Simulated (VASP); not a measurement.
Be: electric field gradients with PBEsol

Crystal: Be.

```xyz
2
Lattice="2.2648 0.0113 0.0113 -1.1226 1.9557 0.0041 0.0179 0.0179 3.5741" Properties=species:S:1:pos:R:3 pbc="T T T"
Be    0.0199    1.3210    2.6871
Be    1.1401    0.6639    0.9025
```

This cell differs from its parent crystal: equal xy, yz and zx shear strains of +1 %.

| Property | Result |
| --- | --- |
| Program | VASP 6.6.1 |
| Task | electric field gradients |
| Functional | PBEsol |
| Potentials or basis | VASP PAW PBE potentials, release 64 (Be) |
| Cutoff | 520 eV |
| k mesh | 21 × 21 × 11 |
| Occupations | fermi-dirac, width 0.05 eV |
| Spin | no spin polarisation |
| Dipole correction | no |
| Further INCAR settings | ALGO = Normal; EDIFF = 1e-08; NBANDS = 9 |

The pressure is -1.2 GPa, the largest force is 0.027 eV/Å and the band gap on the k mesh is zero (bands 2 and 3 overlap by 2.03 eV). The largest electric field gradient by atom is Be -0.6 V/Å².

Forces on the atoms (eV/Å):
```
Be  -0.027  0.001  0.001
Be   0.027 -0.001 -0.001
```

Stress tensor (GPa, compression positive):
```
-1.17 -1.02 -1.58
-1.02 -1.10 -1.58
-1.58 -1.58 -1.33
```

Levels at points of the mesh, in eV from the Fermi level:
| k point | band 1 | band 2 | band 3 | band 4 | band 5 |
| --- | --- | --- | --- | --- | --- |
| (0.00, 0.00, 0.00) | -11.36 | -4.50 | 1.04 | 15.83 | 16.07 |

Electric field gradients, principal values (V/Å²):
```tsv
atom	least	middle	greatest (by size)
1 Be	0.207	0.369	-0.576
2 Be	0.207	0.369	-0.576
```

It took 6.8 min on 1 thread of Intel Xeon 8259CL (shared host), peak memory 0.39 GiB.

Caveat: the cell differs from its parent crystal (equal xy, yz and zx shear strains of +1 %); without QUAD_EFG the Cq values of the log hold for a quadrupole moment of 1 mb, not for the nuclei; the PAW data sets were made with another functional, which shifts forces and pressure a little.
